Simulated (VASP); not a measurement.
# LiNbO3 (R3c) in VASP: a series of runs, part 2 of 2

VASP 6.6.1. The steps go on from the part before.

### Step 3. Single point, PBE

Contents of INCAR:

```
  PREC = Accurate
  ENCUT = 520
  EDIFF = 1E-7
  ISMEAR = -1
  SIGMA = 0.01
  LREAL = Auto
  LASPH = True
  NELM = 60
  ALGO = Normal
  ISIF = 2
  LWAVE = False
  LCHARG = False
  GGA = PE
  NBANDS = 318
```

Contents of KPOINTS:

```
Automatic mesh
0
Gamma
  1 1 1
```

Contents of POSCAR:

```
LiNbO3
1.0
    5.1899002700      2.9963903200      9.3444465000
   -5.1899002700      2.9963903200      9.3444465000
    0.0000000000     -5.9927806400      9.3444465000
Li Nb O
16 16 48
Direct
    0.3592319430      0.3592319430      0.3592319430
    0.1092319430      0.1092319430      0.1092319430
    0.3592319430      0.3592319430      0.8592319430
    0.1092319430      0.1092319430      0.6092319430
    0.3592319430      0.8592319430      0.3592319430
    0.1092319430      0.6092319430      0.1092319430
    0.3592319430      0.8592319430      0.8592319430
    0.1092319430      0.6092319430      0.6092319430
    0.8592319430      0.3592319430      0.3592319430
    0.6092319430      0.1092319430      0.1092319430
    0.8592319430      0.3592319430      0.8592319430
    0.6092319430      0.1092319430      0.6092319430
    0.8592319430      0.8592319430      0.3592319430
    0.6092319430      0.6092319430      0.1092319430
    0.8592319430      0.8592319430      0.8592319430
    0.6092319430      0.6092319430      0.6092319430
    0.4992598063      0.4992598063      0.4992598063
    0.2492598063      0.2492598063      0.2492598063
    0.4992598063      0.4992598063      0.9992598063
    0.2492598063      0.2492598063      0.7492598063
    0.4992598063      0.9992598063      0.4992598063
    0.2492598063      0.7492598063      0.2492598063
    0.4992598063      0.9992598063      0.9992598063
    0.2492598063      0.7492598063      0.7492598063
    0.9992598063      0.4992598063      0.4992598063
    0.7492598063      0.2492598063      0.2492598063
    0.9992598063      0.4992598063      0.9992598063
    0.7492598063      0.2492598063      0.7492598063
    0.9992598063      0.9992598063      0.4992598063
    0.7492598063      0.7492598063      0.2492598063
    0.9992598063      0.9992598063      0.9992598063
    0.7492598063      0.7492598063      0.7492598063
    0.1399505052      0.3207579546      0.4448922960
    0.3207579546      0.4448922960      0.1399505052
    0.4448922960      0.1399505052      0.3207579546
    0.1948922960      0.0707579546      0.3899505052
    0.3899505052      0.1948922960      0.0707579546
    0.0707579546      0.3899505052      0.1948922960
    0.1399505052      0.3207579546      0.9448922960
    0.3207579546      0.4448922960      0.6399505052
    0.4448922960      0.1399505052      0.8207579546
    0.1948922960      0.0707579546      0.8899505052
    0.3899505052      0.1948922960      0.5707579546
    0.0707579546      0.3899505052      0.6948922960
    0.1399505052      0.8207579546      0.4448922960
    0.3207579546      0.9448922960      0.1399505052
    0.4448922960      0.6399505052      0.3207579546
    0.1948922960      0.5707579546      0.3899505052
    0.3899505052      0.6948922960      0.0707579546
    0.0707579546      0.8899505052      0.1948922960
    0.1399505052      0.8207579546      0.9448922960
    0.3207579546      0.9448922960      0.6399505052
    0.4448922960      0.6399505052      0.8207579546
    0.1948922960      0.5707579546      0.8899505052
    0.3899505052      0.6948922960      0.5707579546
    0.0707579546      0.8899505052      0.6948922960
    0.6399505052      0.3207579546      0.4448922960
    0.8207579546      0.4448922960      0.1399505052
    0.9448922960      0.1399505052      0.3207579546
    0.6948922960      0.0707579546      0.3899505052
    0.8899505052      0.1948922960      0.0707579546
    0.5707579546      0.3899505052      0.1948922960
    0.6399505052      0.3207579546      0.9448922960
    0.8207579546      0.4448922960      0.6399505052
    0.9448922960      0.1399505052      0.8207579546
    0.6948922960      0.0707579546      0.8899505052
    0.8899505052      0.1948922960      0.5707579546
    0.5707579546      0.3899505052      0.6948922960
    0.6399505052      0.8207579546      0.4448922960
    0.8207579546      0.9448922960      0.1399505052
    0.9448922960      0.6399505052      0.3207579546
    0.6948922960      0.5707579546      0.3899505052
    0.8899505052      0.6948922960      0.0707579546
    0.5707579546      0.8899505052      0.1948922960
    0.6399505052      0.8207579546      0.9448922960
    0.8207579546      0.9448922960      0.6399505052
    0.9448922960      0.6399505052      0.8207579546
    0.6948922960      0.5707579546      0.8899505052
    0.8899505052      0.6948922960      0.5707579546
    0.5707579546      0.8899505052      0.6948922960
```

Potentials or basis: VASP PAW PBE potentials, release 64 (Li_sv, Nb_sv, O).

The run is started by

```console
$ cat potpaw_PBE.64/Li_sv/POTCAR potpaw_PBE.64/Nb_sv/POTCAR potpaw_PBE.64/O/POTCAR > POTCAR
$ mpirun -np 1 vasp_gam > vasp.out
```

OUTCAR:

```text
PREC = Accurate
   ENCUT = 520
   EDIFF = 1E-7
   ISMEAR = -1
   LREAL = Auto
   LASPH = True
   NELM = 60
   ISIF = 2
   GGA = PE

 ion  position               nearest neighbor table
   1  0.359  0.359  0.359-  48 2.08  43 2.08  62 2.08  35 2.26  33 2.26  34 2.26
   2  0.109  0.109  0.109-  46 2.08  59 2.08  39 2.08  61 2.26  50 2.26  42 2.26
   3  0.359  0.359  0.859-  54 2.08  37 2.08  68 2.08  41 2.26  39 2.26  40 2.26
   4  0.109  0.109  0.609-  52 2.08  65 2.08  33 2.08  67 2.26  56 2.26  36 2.26
[... 578 lines left out ...]
  Total       -0.9688013     -0.9688013      0.0794643      0.0000000      0.0000000     -0.0000000
  in kB       -1.7802585     -1.7802585      0.1460227      0.0000000      0.0000000     -0.0000000
  external PRESSURE =      -1.1381647 kB  Pullay stress =       0.0000000 kB

 VOLUME and BASIS-vectors are now :
 -----------------------------------------------------------------------------
  energy-cutoff  :      520.00
  volume of cell :      871.89
      direct lattice vectors                 reciprocal lattice vectors
     5.189900270  2.996390320  9.344446500     0.096340965  0.055622482  0.035671811
    -5.189900270  2.996390320  9.344446500    -0.096340965  0.055622482  0.035671811
     0.000000000 -5.992780640  9.344446500     0.000000000 -0.111244964  0.035671811

 POSITION                                       TOTAL-FORCE (eV/Angst)
 -----------------------------------------------------------------------------------
      0.00000      0.00000     10.07047         0.000000      0.000000     -0.019743
      0.00000      0.00000      3.06214         0.000000      0.000000     -0.019743
      0.00000     -2.99639     14.74269         0.000000      0.000000     -0.019743
      0.00000     -2.99639      7.73436         0.000000      0.000000     -0.019743
     -2.59495      1.49820     14.74269         0.000000      0.000000     -0.019743
     -2.59495      1.49820      7.73436         0.000000      0.000000     -0.019743
[... 72 lines left out ...]
      1.01233      1.32838     20.14290         0.002957     -0.000273     -0.002676
     -1.65658      0.21252     20.14290        -0.001242      0.002698     -0.002676
 -----------------------------------------------------------------------------------
    total drift:                               -0.000000      0.000006     -0.043397

  FREE ENERGIE OF THE ION-ELECTRON SYSTEM (eV)
  ---------------------------------------------------
  free  energy   TOTEN  =      -640.0484623520 eV

  energy  without entropy=     -640.0484623520  energy(sigma->0) =     -640.04846235
```

stdout:

```text
POSCAR found type information on POSCAR LiNbO
 POSCAR found :  3 types and      80 ions
 scaLAPACK will be used
 LDA part: xc-table for (Slater+PW92), standard interpolation
 POSCAR, INCAR and KPOINTS ok, starting setup
 FFT: planning ... GRIDC
 FFT: planning ... GRID_SOFT
 FFT: planning ... GRID
 WAVECAR not read
 entering main loop
```

Wall time 11 min (1 thread of Intel Xeon 6975P-C (Granite Rapids), shared host); peak memory 1.1 GiB.

What came out:

- Free energy: -640.0485 eV
- Largest force: 0.028 eV/Å
- Band gap on the k mesh: 3.67 eV

Forces on the atoms (eV/Å):
```
Li   0.000  0.000 -0.020
Li   0.000  0.000 -0.020
Li   0.000  0.000 -0.020
Li   0.000  0.000 -0.020
Li   0.000  0.000 -0.020
Li   0.000  0.000 -0.020
Li   0.000  0.000 -0.020
Li   0.000  0.000 -0.020
Li   0.000  0.000 -0.020
Li   0.000  0.000 -0.020
Li   0.000  0.000 -0.020
Li   0.000  0.000 -0.020
Li   0.000  0.000 -0.020
Li   0.000  0.000 -0.020
Li   0.000  0.000 -0.020
Li   0.000  0.000 -0.020
Nb   0.000  0.000  0.028
Nb   0.000  0.000  0.028
Nb   0.000  0.000  0.028
Nb   0.000  0.000  0.028
Nb   0.000  0.000  0.028
Nb   0.000  0.000  0.028
Nb   0.000  0.000  0.028
Nb   0.000  0.000  0.028
Nb   0.000  0.000  0.028
Nb   0.000  0.000  0.028
Nb   0.000  0.000  0.028
Nb   0.000  0.000  0.028
Nb   0.000  0.000  0.028
Nb   0.000  0.000  0.028
Nb   0.000  0.000  0.028
Nb   0.000  0.000  0.028
O    0.001  0.003 -0.003
O    0.002 -0.002 -0.003
O   -0.003  0.000 -0.003
O   -0.002 -0.002 -0.003
O    0.003  0.000 -0.003
O   -0.001  0.003 -0.003
O    0.001  0.003 -0.003
O    0.002 -0.002 -0.003
O   -0.003  0.000 -0.003
O   -0.002 -0.002 -0.003
O    0.003  0.000 -0.003
O   -0.001  0.003 -0.003
O    0.001  0.003 -0.003
O    0.002 -0.002 -0.003
O   -0.003  0.000 -0.003
O   -0.002 -0.002 -0.003
O    0.003  0.000 -0.003
O   -0.001  0.003 -0.003
O    0.001  0.003 -0.003
O    0.002 -0.002 -0.003
O   -0.003  0.000 -0.003
O   -0.002 -0.002 -0.003
O    0.003  0.000 -0.003
O   -0.001  0.003 -0.003
O    0.001  0.003 -0.003
O    0.002 -0.002 -0.003
O   -0.003  0.000 -0.003
O   -0.002 -0.002 -0.003
O    0.003  0.000 -0.003
O   -0.001  0.003 -0.003
O    0.001  0.003 -0.003
O    0.002 -0.002 -0.003
O   -0.003  0.000 -0.003
O   -0.002 -0.002 -0.003
O    0.003  0.000 -0.003
O   -0.001  0.003 -0.003
O    0.001  0.003 -0.003
O    0.002 -0.002 -0.003
O   -0.003  0.000 -0.003
O   -0.002 -0.002 -0.003
O    0.003  0.000 -0.003
O   -0.001  0.003 -0.003
O    0.001  0.003 -0.003
O    0.002 -0.002 -0.003
O   -0.003  0.000 -0.003
O   -0.002 -0.002 -0.003
O    0.003  0.000 -0.003
O   -0.001  0.003 -0.003
```

Levels at points of the mesh, in eV from the valence-band top:
| k point | band 270 | band 271 | band 272 | band 273 | band 274 | band 275 |
| --- | --- | --- | --- | --- | --- | --- |
| (0.00, 0.00, 0.00) | -0.19 | 0.00 | 0.00 | 3.67 | 3.67 | 3.75 |

Caveat: the k points lie up to 0.73 Å⁻¹ apart; the cutoff is under 1.25 times the usual one of these potentials, so pressure, stress and relaxed cells hold a basis-set (Pulay) error.
